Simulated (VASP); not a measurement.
# H15C2NO6 in VASP: notebook

The runs below take H15C2NO6 through single point, with PBE+D3(BJ).

Program: VASP 6.6.1. These are calculated values, not measurements. Logs are shortened: lines on timing, memory, paths and dates and some standing lists are left out, and cuts for length are marked.

**1. The cell of the first run**

The cell holds an amorphous packing of atoms, 24 atoms: a = 5.978 Å, b = 5.978 Å, c = 5.978 Å, α = 90.00°, β = 90.00°, γ = 90.00°.

**2. Single point, PBE+D3(BJ)**

File INCAR:

```
PREC = Accurate
ENCUT = 520
EDIFF = 1E-7
ISMEAR = -1
SIGMA = 0.02
LREAL = Auto
LASPH = T
NELM = 100
ALGO = Normal
ISIF = 2
LWAVE = F
LCHARG = T
GGA = PE
IVDW = 12
LELF = T
LVHAR = T
NBANDS = 50
```

File KPOINTS:

```
regular mesh
0
Gamma
  1 1 1
```

File POSCAR:

```
H15C2NO6
1.0
    5.9776950000      0.0000000000      0.0000000000
    0.0000000000      5.9776950000      0.0000000000
    0.0000000000      0.0000000000      5.9776950000
O H C N
6 15 2 1
Direct
    0.1830471444      0.4313033703      0.9847775773
    0.4153105838      0.3281532430      0.3247405564
    0.8049925598      0.2086422944      0.0554394294
   -0.0009033582      0.4525155599      0.4568483337
    0.6020715343      0.5431357739      0.6951676190
    0.5283474650      0.8435023868      0.0330060333
    0.2174584016      0.5055794918      0.8420971629
    0.1590077781      0.5778983371      1.0519272061
    0.3834755704      0.2656375074      0.1862423560
    0.5887219070      0.3291904321      0.3009855806
    0.8459782575      0.3007179189     -0.0640380615
    0.9340054988      0.1381134367      0.1094569060
    0.1548757506      0.3933957822      0.4282587185
   -0.0366696528      0.4559617043      0.3000153069
    0.6705260138      0.6772342851      0.7613804318
    0.6941806164      0.4299650618      0.6079099051
    0.6670464117      0.9202878367      0.0256453365
    0.5659372049      0.6866191734     -0.0327049139
    0.2028875679      1.1455920719      0.6298414355
    0.1703164849      0.8311899486      0.7220174331
    0.3800461549      0.9518886460      0.5262396292
    0.2049452172      0.9670449897      0.6008335989
    0.0917745051      0.8972187440      0.4050557949
    0.0397644912      0.8190447990      0.2252875063
```

Potentials or basis: VASP PAW PBE potentials, release 64 (O, H, C, N).

Command:

```sh
> cat potpaw_PBE.64/O/POTCAR potpaw_PBE.64/H/POTCAR potpaw_PBE.64/C/POTCAR potpaw_PBE.64/N/POTCAR > POTCAR
> mpirun -np 1 vasp_gam > vasp.out
```

OUTCAR:

```text
PREC = Accurate
   ENCUT = 520
   EDIFF = 1E-7
   ISMEAR = -1
   LREAL = Auto
   LASPH = T
   NELM = 100
   ISIF = 2
   GGA = PE
   IVDW = 12
 IVDW          = 12

 ion  position               nearest neighbor table
   1  0.183  0.431  0.985-   8 0.97   7 0.98
   2  0.415  0.328  0.325-   9 0.93  10 1.05
   3  0.805  0.209  0.055-  11 0.93  12 0.94
   4  0.999  0.453  0.457-  14 0.96  13 1.01
   5  0.602  0.543  0.695-  15 0.98  16 1.02
   6  0.528  0.844  0.033-  17 0.95  18 1.04
   7  0.217  0.506  0.842-   1 0.98
   8  0.159  0.578  0.052-   1 0.97
   9  0.383  0.266  0.186-   2 0.93
  10  0.589  0.329  0.301-   2 1.05
  11  0.846  0.301  0.936-   3 0.93
  12  0.934  0.138  0.109-   3 0.94
  13  0.155  0.393  0.428-   4 1.01
  14  0.963  0.456  0.300-   4 0.96
  15  0.671  0.677  0.761-   5 0.98
  16  0.694  0.430  0.608-   5 1.02
  17  0.667  0.920  0.026-   6 0.95
  18  0.566  0.687  0.967-   6 1.04
  19  0.203  0.146  0.630-  22 1.08
  20  0.170  0.831  0.722-  22 1.11
  21  0.380  0.952  0.526-  22 1.14
  22  0.205  0.967  0.601-  19 1.08  20 1.11  21 1.14  23 1.41
  23  0.092  0.897  0.405-  24 1.21  22 1.41
  24  0.040  0.819  0.225-  23 1.21

  LATTYP: Found a simple cubic cell.
 ALAT       =     5.9776950000

  Lattice vectors:

 A1 = (   5.9776950000,   0.0000000000,   0.0000000000)
 A2 = (   0.0000000000,   5.9776950000,   0.0000000000)
 A3 = (   0.0000000000,   0.0000000000,   5.9776950000)

Analysis of symmetry for initial positions (statically):
=====================================================================
 Subroutine PRICEL returns:
 Original cell was already a primitive cell.

 Routine SETGRP: Setting up the symmetry group for a
 simple cubic supercell.

 Subroutine GETGRP returns: Found  1 space group operations
 (whereof  1 operations were pure point group operations)
 out of a pool of 48 trial point group operations.

The static configuration has the point symmetry C_1 .

Analysis of symmetry for dynamics (positions and initial velocities):
=====================================================================
 Subroutine PRICEL returns:
 Original cell was already a primitive cell.

 Routine SETGRP: Setting up the symmetry group for a
 simple cubic supercell.

 Subroutine GETGRP returns: Found  1 space group operations
 (whereof  1 operations were pure point group operations)
 out of a pool of 48 trial point group operations.

The dynamic configuration has the point symmetry C_1 .

 Subroutine INISYM returns: Found  1 space group operations
 (whereof  1 operations are pure point group operations),
 and found     1 'primitive' translations

----------------------------------------------------------------------------------------

                                     Primitive cell

  volume of cell :     213.6000

  direct lattice vectors                    reciprocal lattice vectors
     5.977695000  0.000000000  0.000000000     0.167288562  0.000000000  0.000000000
     0.000000000  5.977695000  0.000000000     0.000000000  0.167288562  0.000000000
     0.000000000  0.000000000  5.977695000     0.000000000  0.000000000  0.167288562

  length of vectors
     5.977695000  5.977695000  5.977695000     0.167288562  0.167288562  0.167288562

  position of ions in fractional coordinates (direct lattice)
     0.183047144  0.431303370  0.984777577
     0.415310584  0.328153243  0.324740556
     0.804992560  0.208642294  0.055439429
     0.999096642  0.452515560  0.456848334
     0.602071534  0.543135774  0.695167619
     0.528347465  0.843502387  0.033006033
[... 16 lines left out ...]
     0.091774505  0.897218744  0.405055795
     0.039764491  0.819044799  0.225287506

  ion indices of the primitive-cell ions
   primitive index   ion index
                 1           1
                 2           2
                 3           3
                 4           4
                 5           5
                 6           6
[... 16 lines left out ...]
                23          23
                24          24

----------------------------------------------------------------------------------------

 KPOINTS: regular mesh

Automatic generation of k-mesh.
 Grid dimensions read from file:
 generate k-points for:    1    1    1

 Generating k-lattice:

  Cartesian coordinates                     Fractional coordinates (reciprocal lattice)
     0.167288562  0.000000000  0.000000000     1.000000000  0.000000000  0.000000000
     0.000000000  0.167288562  0.000000000     0.000000000  1.000000000  0.000000000
     0.000000000  0.000000000  0.167288562     0.000000000  0.000000000  1.000000000

  Length of vectors
     0.167288562  0.167288562  0.167288562

  Shift w.r.t. Gamma in fractional coordinates (k-lattice)
     0.000000000  0.000000000  0.000000000

 Subroutine IBZKPT returns following result:
 ===========================================

 Found      1 irreducible k-points:

 Following reciprocal coordinates:
            Coordinates               Weight
  0.000000  0.000000  0.000000      1.000000
   k-points           NKPTS =      1   k-points in BZ     NKDIM =      1   number of bands    NBANDS=     50
   number of dos      NEDOS =    301   number of ions     NIONS =     24
   total plane-waves  NPLWV = 110592
   dimension x,y,z NGX =    48 NGY =   48 NGZ =   48
   dimension x,y,z NGXF=    96 NGYF=   96 NGZF=   96
   ions per type =               6  15   2   1
   NGX,Y,Z   is equivalent  to a cutoff of  13.35, 13.35, 13.35 a.u.
   NGXF,Y,Z  is equivalent  to a cutoff of  26.70, 26.70, 26.70 a.u.
 SYSTEM =  unknown system
   PREC   = accura    normal or accurate (medium, high low for compatibility)
   ISTART =      0    job   : 0-new  1-cont  2-samecut
   ICHARG =      2    charge: 1-file 2-atom 10-const
   ISPIN  =      1    spin polarized calculation?
   LNONCOLLINEAR =      F non collinear calculations
   LSORBIT =      F    spin-orbit coupling
   LASPH  =      T    aspherical Exc in radial PAW
   ENCUT  =  520.0 eV  38.22 Ry    6.18 a.u.  11.11 11.11 11.11*2*pi/ulx,y,z
   NELM   =    100;   NELMIN=  2; NELMDL= -5     # of ELM steps
   EDIFF  = 0.1E-06   stopping-criterion for ELM
   LREAL  =      T    real-space projection
   EDIFFG = 0.1E-05   stopping-criterion for IOM
   NSW    =      0    number of steps for IOM
   IBRION =     -1    ionic relax: 0-MD 1-quasi-New 2-CG
   NFREE  =      0    steps in history (QN), initial steepest desc. (CG)
   ISIF   =      2    stress and relaxation
   ISYM   =      2    0-nonsym 1-usesym 2-fastsym
   POTIM  = 0.5000    time-step for ionic-motion
   TEBEG  =    0.0;   TEEND  =   0.0 temperature during run
   PSTRESS=    0.0 pullay stress
   NELECT =      64.0000    total number of electrons
   NUPDOWN=      -1.0000    fix difference up-down
   EMIN   =  10.00;   EMAX   =-10.00  energy-range for DOS
   EFERMI =   0.00;   METHOD = LEGACY
   ISMEAR =    -1;   SIGMA  =   0.02  broadening in eV -4-tet -1-fermi 0-gaus
   EFERMI_NEDOS =   21; number of points for ismear=-14 and -15
   IALGO  =     38    algorithm
   IMIX   =      4    mixing-type and parameters
     AMIX     =   0.40;   BMIX     =  1.00
     AMIX_MAG =   1.60;   BMIX_MAG =  1.00
  volume/ion in A,a.u.               =       8.90        60.06
  Fermi-wavevector in a.u.,A,eV,Ry     =   1.095471  2.070141 16.327777  1.200058
  Thomas-Fermi vector in A             =   2.231796
   LORBIT       =      0    0 simple, 1 ext, 2 COOP (PROOUT), +10 PAW based schemes
   GGA     = PE    functional components
   LHFCALC =     F    Hartree Fock is set to
   AEXX    =    0.0000 exact exchange contribution
   IVDW    =    12    specifies the selected vdW correction
   LEPSILON=     F    determine dielectric tensor
   LRPA    =     F    only Hartree local field effects (RPA)
 non-spin polarized calculation
  energy-cutoff  :      520.00
  volume of cell :      213.60
 maximum number of plane-waves:      2872
 NGX is ok and might be reduce to    48
   NGX = 23   NGY = 23   NGZ = 23

 number of electron      63.9999999 magnetization

 Free energy of the ion-electron system (eV)
  ---------------------------------------------------
  ext. energy  EPLUGINS =         0.00000000
  ---------------------------------------------------
  free energy    TOTEN  =      -121.22572257 eV

  energy without entropy =     -121.22572257  energy(sigma->0) =     -121.22572257

 E-fermi :  -2.0638     XC(G=0):  -7.5785

 val. band max:       -2.5912142531   @ k =   0.0000   0.0000   0.0000
 cond. band min:       1.8769140784   @ k =   0.0000   0.0000   0.0000
 fundamental gap:      4.4681283316
 Fermi energy:        -2.0638023488

 k-point     1 :       0.0000    0.0000    0.0000
  band No.  band energies     occupation
      1     -22.1624      2.00000
      2     -21.6891      2.00000
      3     -21.3171      2.00000
      4     -21.1549      2.00000
      5     -20.9766      2.00000
      6     -20.5295      2.00000
[... 36 lines left out ...]
     43       7.5016      0.00000
     44       7.8900      0.00000
 [bands above 44 left out]

------------------------ aborting loop because EDIFF is reached ----------------------------------------

 Edisp (eV)   -1.11059

 E8    (eV) :    -0.2407

  FORCE on cell =-STRESS in cart. coord.  units (eV):
  Direction    XX          YY          ZZ          XY          YZ          ZX
  --------------------------------------------------------------------------------------
  -------------------------------------------------------------------------------------
  Total       2.37582     0.16536     4.01366     1.83911    -4.52828     3.13250
  in kB      17.82065     1.24035    30.10578    13.79487   -33.96584    23.49633
  external pressure =       16.39 kB  Pullay stress =        0.00 kB

 VOLUME and BASIS-vectors are now :
 -----------------------------------------------------------------------------
  energy-cutoff  :      520.00
  volume of cell :      213.60
      direct lattice vectors                 reciprocal lattice vectors
     5.977695000  0.000000000  0.000000000     0.167288562  0.000000000  0.000000000
     0.000000000  5.977695000  0.000000000     0.000000000  0.167288562  0.000000000
     0.000000000  0.000000000  5.977695000     0.000000000  0.000000000  0.167288562

 POSITION                                       TOTAL-FORCE (eV/Angst)
 -----------------------------------------------------------------------------------
      1.09420      2.57820      5.88670         0.032036      1.074323     -1.836651
      2.48260      1.96160      1.94120         3.853169      0.359528      1.882344
      4.81200      1.24720      0.33140        -2.832579     -0.413430      1.114637
      5.97230      2.70500      2.73090         1.047248     -1.362683      0.586496
      3.59900      3.24670      4.15550        -0.475290     -1.116691     -0.228403
      3.15830      5.04220      0.19730        -0.685108     -3.073023     -1.089834
[... 16 lines left out ...]
      0.54860      5.36330      2.42130        -1.231095     -1.623725     -5.383349
      0.23770      4.89600      1.34670         0.724064      2.354898      3.750895
 -----------------------------------------------------------------------------------
    total drift:                               -0.004490     -0.004974     -0.012743

  FREE ENERGIE OF THE ION-ELECTRON SYSTEM (eV)
  ---------------------------------------------------
  free  energy   TOTEN  =      -122.3363125753 eV

  energy  without entropy=     -122.3363125753  energy(sigma->0) =     -122.33631258
```

It took 68 s on 1 thread of AMD EPYC 7R13, shared host; peak memory 0.3 GiB.

What came out:

```
Free energy                : -122.3363 eV
Pressure                   : 1.6 GPa
Largest force              : 5.756 eV/Å
Band gap on the k mesh     : 4.47 eV
Dispersion energy per atom : -0.046 eV
```

Forces on the atoms (eV/Å):
```
O    0.032  1.074 -1.837
O    3.853  0.360  1.882
O   -2.833 -0.413  1.115
O    1.047 -1.363  0.586
O   -0.475 -1.117 -0.228
O   -0.685 -3.073 -1.090
H    0.417 -1.232 -0.508
H   -0.275  0.422  1.565
H   -1.113 -0.955 -2.555
H   -2.418  0.102  0.523
H    0.760  1.287 -1.508
H    1.837 -0.934  0.550
H   -0.396  0.530  0.838
H   -1.013  0.455 -0.578
H    0.896 -0.655 -1.487
H    0.026  2.036  1.140
H    1.218  1.161  0.161
H   -1.068  1.888  1.792
H   -0.721  0.082  0.934
H    0.304  1.024  0.583
H   -0.462 -0.344  0.963
C    1.576 -1.066 -1.210
C   -1.231 -1.624 -5.383
N    0.724  2.355  3.751
```

Caveat: the k points lie up to 1.05 Å⁻¹ apart.

**3. Single point, PBE+D3(BJ)**

File INCAR:

```
SYSTEM = H15C2NO6
ALGO     = Normal         ! electronic algorithm
EDIFF    = 1E-6           ! SCF threshold, eV
ENCUT    = 520            ! plane-wave cutoff, eV
GGA      = PE             ! functional
ISIF     = 2              ! what is computed and relaxed
ISMEAR   = -1             ! smearing method
IVDW     = 12             ! dispersion correction
LASPH    = .TRUE.         ! aspherical terms in the spheres
LCHARG   = .TRUE.         ! write CHGCAR
LELF     = .TRUE.         ! ELF
LREAL    = Auto         
LVHAR    = .TRUE.       
LWAVE    = .FALSE.        ! write WAVECAR
NBANDS   = 50             ! bands
NELM     = 60             ! most SCF steps
PREC     = Accurate       ! precision mode
SIGMA    = 0.02           ! smearing width, eV
```

File KPOINTS:

```
k-points
0
G
  1 1 1
  0 0 0
```

File POSCAR:

```
H15C2NO6
1.0
    5.9776950000      0.0000000000      0.0000000000
    0.0000000000      5.9776950000      0.0000000000
    0.0000000000      0.0000000000      5.9776950000
O H C N
6 15 2 1
Direct
    0.2072872570      0.5006277503      0.9425204866
    0.4664506971      0.3150043620      0.2631114501
    0.8180745254      0.2614051068      0.0232865678
    0.0058718285      0.4025297376      0.5309069800
    0.6332206645      0.5939747679      0.7446515756
    0.4563297391      0.8701179970      0.0169797890
    0.3125284913      0.4721050505      0.8412774489
    0.2758086520      0.6299919952      1.0130995308
    0.4259334074      0.4638744533      0.2134434761
    0.6166590969      0.3086306678      0.2199844589
    0.9607214821      0.3419545494      0.0490657352
    0.8373628966      0.0975961470      0.0750121912
    0.1107617568      0.5102301138      0.5522028140
   -0.1161986351      0.4626030602      0.6327522565
    0.6807306161      0.7308000826      0.8366268269
    0.6790410016      0.4594078487      0.8374967274
    0.3110396231      0.9247042547     -0.0441307226
    0.5267247660      1.0340942454      0.0662462705
    0.2567544848      1.1385659523      0.5656528143
    0.2096794835      0.8946257713      0.7192571719
    0.3652578460      0.8274426848      0.4953247029
    0.2459811014      0.9565058103      0.5452770675
    0.0715493179      0.9123583589      0.3954868892
   -0.0101711446      0.8657852232      0.2318117602
```

Potentials or basis: VASP PAW PBE potentials, release 64 (O, H, C, N).

Command:

```sh
> cat potpaw_PBE.64/O/POTCAR potpaw_PBE.64/H/POTCAR potpaw_PBE.64/C/POTCAR potpaw_PBE.64/N/POTCAR > POTCAR
> mpirun -np 1 vasp_gam > vasp.out
```

Run time: 62 s. Hardware: 1 thread of AMD EPYC 7R13, shared host; peak memory 0.28 GiB.

It converged, with:

| Quantity | Value |
| --- | --- |
| Free energy | -122.3170 eV |
| Pressure | 4.6 GPa |
| Largest force | 5.815 eV/Å |
| Band gap on the k mesh | 4.36 eV |
| Dispersion energy per atom | -0.046 eV |

Forces in eV/Å, atoms in the order of the input:
```
O   -3.991  1.383  3.540
O   -2.349 -0.062  1.294
O    0.242 -1.546  0.264
O   -3.577 -2.245  0.213
O    1.258  0.011  0.959
O    0.947  4.289  0.958
H    3.890 -1.508 -4.052
H   -0.324  0.237  0.446
H   -0.309 -0.165  0.011
H    2.740  0.011 -0.461
H    0.012 -0.384 -0.099
H    0.614  1.747 -0.500
H    2.936  2.621  0.273
H    0.581 -0.477 -1.185
H   -0.902 -1.715 -0.848
H   -0.255  0.893 -0.228
H    0.846 -0.080  0.550
H   -1.878 -3.149 -0.534
H    1.037 -0.160 -0.518
H   -0.645  0.161 -0.837
H    1.397  0.872 -0.208
C   -0.782 -0.637  2.701
C    1.723  0.886  2.512
N   -3.213 -0.982 -4.249
```

Stress tensor (GPa, compression positive):
```
 8.88  0.10  0.15
 0.10 -2.65  1.62
 0.15  1.62  7.61
```

Levels at points of the mesh, in eV from the valence-band top:
```
           k point  band 28  band 29  band 30  band 31  band 32  band 33  band 34  band 35  band 36  band 37
(0.00, 0.00, 0.00)    -1.40    -1.05    -0.67    -0.23     0.00     4.36     5.64     5.94     7.14     7.75
```

Caveat: the k points lie up to 1.05 Å⁻¹ apart.
